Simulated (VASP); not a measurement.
# Al (a cell with a defect) in VASP: single point with PBE

Aim: the single point of Al (a cell with a defect) with PBE.

Everything below comes from runs of VASP 6.6.1. Logs are shortened: lines on timing, memory, paths and dates and some standing lists are left out, and cuts for length are marked.

### 1 The cell of the first run

The cell holds a defect, 33 atoms: a = 8.100 Å, b = 8.100 Å, c = 8.100 Å, α = 90.00°, β = 90.00°, γ = 90.00°.

### 2 Single point, PBE

Input file INCAR:

```
PREC = Accurate ; ENCUT = 520
EDIFF = 1E-6 ; ISMEAR = 0
SIGMA = 0.05 ; LREAL = Auto
LASPH = T ; NELM = 60
ALGO = Normal ; ISIF = 2
LWAVE = F ; LCHARG = F
GGA = PE ; NBANDS = 72
```

Input file KPOINTS:

```
regular mesh
0
Gamma
  2 2 2
```

Input file POSCAR:

```
Al
1.0
    8.1000000000      0.0000000000      0.0000000000
    0.0000000000      8.1000000000      0.0000000000
    0.0000000000      0.0000000000      8.1000000000
Al
33
Direct
    0.5040391358      0.0048008642      0.0052956790
    0.7508822222      0.2509958025      0.0044446914
    0.7451939506      0.0037454321      0.2562619753
   -0.0015940741      0.0039993827      0.0038622222
    0.2513950617      0.2499780247      0.0086270370
    0.5022766667      0.4980912346      0.0018500000
    0.7577700000      0.7504281481      0.0158975309
    0.2510566667      0.0229662963      0.2389523457
    0.5018516049      0.2510180247      0.2564413580
    0.7437604938      0.4960333333      0.2559340741
    0.4929291358     -0.0057202469      0.5099486420
    0.7473355556      0.2509082716      0.5018459259
    0.7619496296      0.0140408642      0.7511604938
   -0.0014313580      0.4967097531      0.0014001235
    0.2490569136      0.7515923457      0.0112887654
   -0.0048154321      0.2520392593      0.2515098765
    0.2503334568      0.4842206173      0.2424803704
    0.5076919753      0.7499975309      0.2498624691
   -0.0009774074      0.0048793827      0.4974607407
    0.2498391358      0.2485309877      0.4971223457
    0.4944497531      0.5014296296      0.5103106173
    0.7527360494      0.7500053086      0.4973732099
    0.2457569136      0.0351475309      0.7608077778
    0.5090991358      0.2477290123      0.7540941975
    0.7589698765      0.4897345679      0.7516340741
   -0.0307358025      0.7466327160      0.2371781481
    0.0026600000      0.4992796296      0.5000656790
    0.2215771605      0.7584403704      0.4004649383
   -0.0067764198      0.2489153086      0.7497307407
    0.2448201235      0.4522451852      0.7617464198
    0.5757781481      0.7564986420      0.7747317284
   -0.0139735802      0.7515891358      0.7534570370
    0.2982206173      0.7399772840      0.6810402469
```

Potentials or basis: VASP PAW PBE potentials, release 64 (Al).

Launch:

```sh
$ cat potpaw_PBE.64/Al/POTCAR > POTCAR
$ mpirun -np 1 vasp_std > vasp.out
```

OUTCAR:

```text
PREC = Accurate
   ENCUT = 520
   EDIFF = 1E-6
   ISMEAR = 0
   LREAL = Auto
   LASPH = T
   NELM = 60
   ISIF = 2
   GGA = PE

 ion  position               nearest neighbor table
   1  0.504  0.005  0.005-   8 2.79  31 2.81   3 2.82   2 2.82  24 2.83   9 2.85   5 2.85  18 2.86
                            23 2.89  15 2.91   7 2.91  13 2.93
   2  0.751  0.251  0.004-  13 2.81  16 2.81  25 2.82  24 2.82   1 2.82  14 2.83   4 2.83   6 2.84
                            10 2.84  29 2.85   3 2.86   9 2.87
   3  0.745  0.004  0.256-  26 2.77   9 2.81  18 2.82   1 2.82  12 2.82   7 2.83  22 2.84  19 2.84
                            16 2.85   2 2.86   4 2.90  11 2.90
   4  0.998  0.004  0.004-   8 2.80  13 2.80  23 2.82  26 2.82   2 2.83   7 2.83  16 2.84   5 2.86
                            29 2.86  32 2.88  15 2.88   3 2.90
   5  0.251  0.250  0.009-  30 2.59   8 2.62  23 2.66  17 2.68   1 2.85   9 2.85   4 2.86   6 2.86
                            16 2.86  14 2.86  24 2.93  29 2.96
   6  0.502  0.498  0.002-  17 2.82   2 2.84  10 2.84  31 2.85  24 2.85   5 2.86  18 2.86   9 2.87
                            30 2.88  15 2.90  25 2.90   7 2.91
   7  0.758  0.750  0.016-  31 2.45  26 2.48  18 2.77  32 2.82   3 2.83   4 2.83  10 2.84  14 2.84
                             6 2.91   1 2.91  25 3.01  13 3.03
   8  0.251  0.023  0.239-  28 2.52   5 2.62   9 2.75  20 2.78  16 2.78   1 2.79   4 2.80  15 2.87
                            19 2.93  11 2.95  18 3.04  26 3.20
   9  0.502  0.251  0.256-   8 2.75  17 2.78  10 2.79   3 2.81  12 2.81  20 2.82   1 2.85   5 2.85
                             2 2.87   6 2.87  21 2.89  11 2.92
  10  0.744  0.496  0.256-  26 2.73   9 2.79  18 2.81  12 2.81   7 2.84  16 2.84  22 2.84   6 2.84
                             2 2.84  27 2.88  21 2.89  14 2.92
  11  0.493  0.994  0.510-  20 2.85  24 2.85  23 2.87  22 2.89  18 2.89   3 2.90   9 2.92  12 2.93
                            13 2.93  33 2.94   8 2.95  31 2.96  28 3.04
  12  0.747  0.251  0.502-  13 2.79  25 2.80  24 2.81   9 2.81  10 2.81   3 2.82  29 2.83  19 2.85
                            16 2.85  21 2.88  27 2.89  11 2.93
  13  0.762  0.014  0.751-  31 2.58  29 2.67  12 2.79  24 2.79  32 2.80   4 2.80   2 2.81  19 2.81
                            11 2.93   1 2.93  22 2.97   7 3.03
  14  0.999  0.497  0.001-  26 2.79  25 2.80  30 2.81  17 2.83   2 2.83  16 2.83   7 2.84  29 2.86
                             5 2.86  32 2.88  15 2.90  10 2.92
  15  0.249  0.752  0.011-  33 2.71  18 2.85  17 2.86   8 2.87   4 2.88  14 2.90   6 2.90   1 2.91
                            26 2.91  32 2.98  23 3.06  30 3.16  28 3.16  31 3.27
  16  0.995  0.252  0.252-   8 2.78  17 2.80   2 2.81  19 2.82  14 2.83  10 2.84   4 2.84  27 2.84
                            12 2.85   3 2.85   5 2.86  20 2.87
  17  0.250  0.484  0.242-  28 2.57   5 2.68   9 2.78  16 2.80  20 2.81   6 2.82  14 2.83  15 2.86
                            27 2.90  21 2.94  18 3.00  26 3.11
  18  0.508  0.750  0.250-  28 2.62   7 2.77  10 2.81   3 2.82  22 2.82  15 2.85   1 2.86   6 2.86
                            11 2.89  21 2.92  17 3.00   8 3.04
  19  0.999  0.005  0.497-  28 2.80  13 2.81  16 2.82  20 2.83   3 2.84  29 2.84  12 2.85  22 2.87
                            32 2.92   8 2.93  23 2.93  26 2.98
  20  0.250  0.249  0.497-  30 2.71  23 2.75   8 2.78  17 2.81   9 2.82  19 2.83  11 2.85  21 2.85
                            27 2.85  16 2.87  29 2.92  24 2.96
  21  0.494  0.501  0.510-  20 2.85  24 2.85  33 2.86  12 2.88  10 2.89   9 2.89  30 2.90  25 2.90
                            22 2.91  18 2.92  17 2.94  31 3.05  28 3.16
  22  0.753  0.750  0.497-  31 2.67  26 2.74  32 2.81  18 2.82   3 2.84  10 2.84  27 2.87  19 2.87
                            11 2.89  21 2.91  25 2.95  13 2.97
  23  0.246  0.035  0.761-  33 2.51   5 2.66  29 2.68  24 2.74  20 2.75   4 2.82  11 2.87   1 2.89
                            19 2.93  15 3.06  32 3.12
  24  0.509  0.248  0.754-  30 2.71  23 2.74  13 2.79  12 2.81  25 2.82   2 2.82   1 2.83  21 2.85
[... 4 lines left out ...]
                            27 2.94  19 2.98  17 3.11   8 3.20
  27  0.003  0.499  0.500-  25 2.84  16 2.84  20 2.85  28 2.86  29 2.86  22 2.87  10 2.88  12 2.89
                            17 2.90  32 2.90  30 2.91  26 2.94
  28  0.222  0.758  0.400-  33 2.36  26 2.44   8 2.52  17 2.57  18 2.62  19 2.80  27 2.86  11 3.04
                            15 3.16  21 3.16
  29  0.993  0.249  0.750-  30 2.62  13 2.67  23 2.68  25 2.72  12 2.83  19 2.84   2 2.85   4 2.86
                            14 2.86  27 2.86  20 2.92   5 2.96
  30  0.245  0.452  0.762-  33 2.46   5 2.59  29 2.62  20 2.71  24 2.71  14 2.81   6 2.88  21 2.90
                            27 2.91  15 3.16  32 3.21
  31  0.576  0.756  0.775-  33 2.38   7 2.45  13 2.58  25 2.63  22 2.67   1 2.81   6 2.85  11 2.96
                            21 3.05  15 3.27  32 3.33
  32  0.986  0.752  0.753-  33 2.60  13 2.80  22 2.81  25 2.81   7 2.82   4 2.88  14 2.88  27 2.90
                            19 2.92  15 2.98  23 3.12  30 3.21  31 3.33
  33  0.298  0.740  0.681-  28 2.36  31 2.38  30 2.46  23 2.51  32 2.60  15 2.71  21 2.86  11 2.94

  LATTYP: Found a simple cubic cell.
 ALAT       =     8.1000000000

  Lattice vectors:

 A1 = (   8.1000000000,   0.0000000000,   0.0000000000)
 A2 = (   0.0000000000,   8.1000000000,   0.0000000000)
 A3 = (   0.0000000000,   0.0000000000,   8.1000000000)

Analysis of symmetry for initial positions (statically):
=====================================================================
 Subroutine PRICEL returns:
 Original cell was already a primitive cell.

[... 114 lines left out ...]
 KPOINTS: regular mesh

Automatic generation of k-mesh.
 Grid dimensions read from file:
 generate k-points for:    2    2    2

 Generating k-lattice:

  Cartesian coordinates                     Fractional coordinates (reciprocal lattice)
     0.061728395  0.000000000  0.000000000     0.500000000  0.000000000  0.000000000
     0.000000000  0.061728395  0.000000000     0.000000000  0.500000000  0.000000000
     0.000000000  0.000000000  0.061728395     0.000000000  0.000000000  0.500000000

  Length of vectors
     0.061728395  0.061728395  0.061728395

  Shift w.r.t. Gamma in fractional coordinates (k-lattice)
     0.000000000  0.000000000  0.000000000

 Subroutine IBZKPT returns following result:
 ===========================================

 Found      8 irreducible k-points:

 Following reciprocal coordinates:
            Coordinates               Weight
  0.000000  0.000000  0.000000      1.000000
  0.500000  0.000000  0.000000      1.000000
  0.000000  0.500000  0.000000      1.000000
  0.000000  0.000000  0.500000      1.000000
  0.500000  0.500000  0.000000      1.000000
  0.000000  0.500000  0.500000      1.000000
  0.500000  0.000000  0.500000      1.000000
  0.500000  0.500000  0.500000      1.000000
   k-points           NKPTS =      8   k-points in BZ     NKDIM =      8   number of bands    NBANDS=     72
   number of dos      NEDOS =    301   number of ions     NIONS =     33
   total plane-waves  NPLWV = 216000
   dimension x,y,z NGX =    60 NGY =   60 NGZ =   60
   dimension x,y,z NGXF=   120 NGYF=  120 NGZF=  120
   ions per type =              33
   NGX,Y,Z   is equivalent  to a cutoff of  12.31, 12.31, 12.31 a.u.
   NGXF,Y,Z  is equivalent  to a cutoff of  24.63, 24.63, 24.63 a.u.
 SYSTEM =  unknown system
   PREC   = accura    normal or accurate (medium, high low for compatibility)
   ISTART =      0    job   : 0-new  1-cont  2-samecut
   ICHARG =      2    charge: 1-file 2-atom 10-const
   ISPIN  =      1    spin polarized calculation?
   LNONCOLLINEAR =      F non collinear calculations
   LSORBIT =      F    spin-orbit coupling
   LASPH  =      T    aspherical Exc in radial PAW
   ENCUT  =  520.0 eV  38.22 Ry    6.18 a.u.  15.06 15.06 15.06*2*pi/ulx,y,z
   NELM   =     60;   NELMIN=  2; NELMDL= -5     # of ELM steps
   EDIFF  = 0.1E-05   stopping-criterion for ELM
   LREAL  =      T    real-space projection
   EDIFFG = 0.1E-04   stopping-criterion for IOM
   NSW    =      0    number of steps for IOM
   IBRION =     -1    ionic relax: 0-MD 1-quasi-New 2-CG
   NFREE  =      0    steps in history (QN), initial steepest desc. (CG)
   ISIF   =      2    stress and relaxation
   ISYM   =      2    0-nonsym 1-usesym 2-fastsym
   POTIM  = 0.5000    time-step for ionic-motion
   TEBEG  =    0.0;   TEEND  =   0.0 temperature during run
   PSTRESS=    0.0 pullay stress
   NELECT =      99.0000    total number of electrons
   NUPDOWN=      -1.0000    fix difference up-down
   EMIN   =  10.00;   EMAX   =-10.00  energy-range for DOS
   EFERMI =   0.00;   METHOD = LEGACY
   ISMEAR =     0;   SIGMA  =   0.05  broadening in eV -4-tet -1-fermi 0-gaus
   EFERMI_NEDOS =   21; number of points for ismear=-14 and -15
   IALGO  =     38    algorithm
   IMIX   =      4    mixing-type and parameters
     AMIX     =   0.40;   BMIX     =  1.00
     AMIX_MAG =   1.60;   BMIX_MAG =  1.00
  volume/ion in A,a.u.               =      16.10       108.68
  Fermi-wavevector in a.u.,A,eV,Ry     =   0.934978  1.766853 11.894002  0.874184
  Thomas-Fermi vector in A             =   2.061839
   LORBIT       =      0    0 simple, 1 ext, 2 COOP (PROOUT), +10 PAW based schemes
   GGA     = PE    functional components
   LHFCALC =     F    Hartree Fock is set to
   AEXX    =    0.0000 exact exchange contribution
   IVDW    =     0    specifies the selected vdW correction
   LEPSILON=     F    determine dielectric tensor
   LRPA    =     F    only Hartree local field effects (RPA)
 non-spin polarized calculation
 Gauss-broadening in eV      SIGMA  =   0.05
  energy-cutoff  :      520.00
  volume of cell :      531.44
 maximum number of plane-waves:     14400
   NGX = 31   NGY = 31   NGZ = 31

 number of electron      99.0000000 magnetization

 Free energy of the ion-electron system (eV)
  ---------------------------------------------------
  ext. energy  EPLUGINS =         0.00000000
  ---------------------------------------------------
  free energy    TOTEN  =      -121.23698666 eV

  energy without entropy =     -121.21696158  energy(sigma->0) =     -121.22697412

 E-fermi :   7.8569     XC(G=0): -10.2728

 val. band max:        7.8347758501   @ k =   0.0000   0.0000   0.0000
 cond. band min:       7.8690554961   @ k =   0.0000   0.5000   0.0000
 fundamental gap:      0.0342796460
 Fermi energy:         7.8569095532

 k-point     1 :       0.0000    0.0000    0.0000
  band No.  band energies     occupation
      1      -3.0753      2.00000
      2      -1.0427      2.00000
      3      -0.9785      2.00000
      4      -0.8737      2.00000
      5      -0.7251      2.00000
      6      -0.7139      2.00000
[... 501 lines left out ...]
     60      11.1564      0.00000
     61      11.1998      0.00000
 [bands above 61 left out]

------------------------ aborting loop because EDIFF is reached ----------------------------------------

  FORCE on cell =-STRESS in cart. coord.  units (eV):
  Direction    XX          YY          ZZ          XY          YZ          ZX
  --------------------------------------------------------------------------------------
  -------------------------------------------------------------------------------------
  Total       16.6304665     14.7459337     16.5761910      0.3758699     -0.6486011      4.5312168
  in kB       50.1371863     44.4557358     49.9735575      1.1331649     -1.9553891     13.6606186
  external PRESSURE =      48.1888266 kB  Pullay stress =       0.0000000 kB

 VOLUME and BASIS-vectors are now :
 -----------------------------------------------------------------------------
  energy-cutoff  :      520.00
  volume of cell :      531.44
      direct lattice vectors                 reciprocal lattice vectors
     8.100000000  0.000000000  0.000000000     0.123456790  0.000000000  0.000000000
     0.000000000  8.100000000  0.000000000     0.000000000  0.123456790  0.000000000
     0.000000000  0.000000000  8.100000000     0.000000000  0.000000000  0.123456790

 POSITION                                       TOTAL-FORCE (eV/Angst)
 -----------------------------------------------------------------------------------
      4.08272      0.03889      0.04289         0.005019     -0.036190     -0.069736
      6.08215      2.03307      0.03600        -0.012901     -0.000519     -0.011840
      6.03607      0.03034      2.07572         0.007987     -0.015649     -0.001573
      8.08709      0.03239      0.03128        -0.018690     -0.004684      0.015457
      2.03630      2.02482      0.06988         0.017253     -0.006698      0.029967
      4.06844      4.03454      0.01498         0.006641      0.023636     -0.050100
[... 25 lines left out ...]
      7.98681      6.08787      6.10300        -0.216825      0.006071      0.101586
      2.41559      5.99382      5.51643        -0.325174      0.049650      0.400684
 -----------------------------------------------------------------------------------
    total drift:                                0.018363     -0.020599     -0.009982

  FREE ENERGIE OF THE ION-ELECTRON SYSTEM (eV)
  ---------------------------------------------------
  free  energy   TOTEN  =      -121.2369866582 eV

  energy  without entropy=     -121.2169615800  energy(sigma->0) =     -121.22697412
```

Run time: 12 min. Hardware: 1 thread of Intel Xeon 8259CL, shared host; peak memory 0.55 GiB.

Results:

```
Free energy            : -121.2370 eV
Pressure               : 4.8 GPa
Largest force          : 0.518 eV/Å
Band gap on the k mesh : zero (an odd number of electrons rules out a gap without spin polarisation)
```

Forces on the atoms (eV/Å):
```
Al   0.005 -0.036 -0.070
Al  -0.013 -0.001 -0.012
Al   0.008 -0.016 -0.002
Al  -0.019 -0.005  0.015
Al   0.017 -0.007  0.030
Al   0.007  0.024 -0.050
Al  -0.014 -0.010  0.035
Al   0.003 -0.004 -0.013
Al   0.010  0.013  0.015
Al   0.018  0.026  0.002
Al  -0.060 -0.108  0.023
Al  -0.018  0.009 -0.007
Al  -0.008  0.026 -0.029
Al  -0.013  0.006  0.029
Al  -0.042  0.010  0.130
Al   0.021 -0.002  0.024
Al   0.014 -0.043 -0.039
Al   0.141 -0.003 -0.131
Al   0.080 -0.085  0.000
Al   0.012 -0.008 -0.039
Al  -0.086  0.166  0.045
Al   0.042 -0.005 -0.069
Al  -0.032  0.164  0.026
Al   0.018  0.005 -0.049
Al   0.005 -0.034 -0.032
Al   0.099  0.042  0.052
Al   0.068  0.063  0.018
Al   0.309 -0.063 -0.072
Al  -0.040 -0.007 -0.026
Al   0.001 -0.109 -0.020
Al   0.011 -0.065 -0.286
Al  -0.217  0.006  0.102
Al  -0.325  0.050  0.401
```

Caveat: the k points lie up to 0.39 Å⁻¹ apart, too coarse for converged energies and pressures of a metal.

The gap in the log of VASP goes by the Fermi energy; the results here count the filled bands.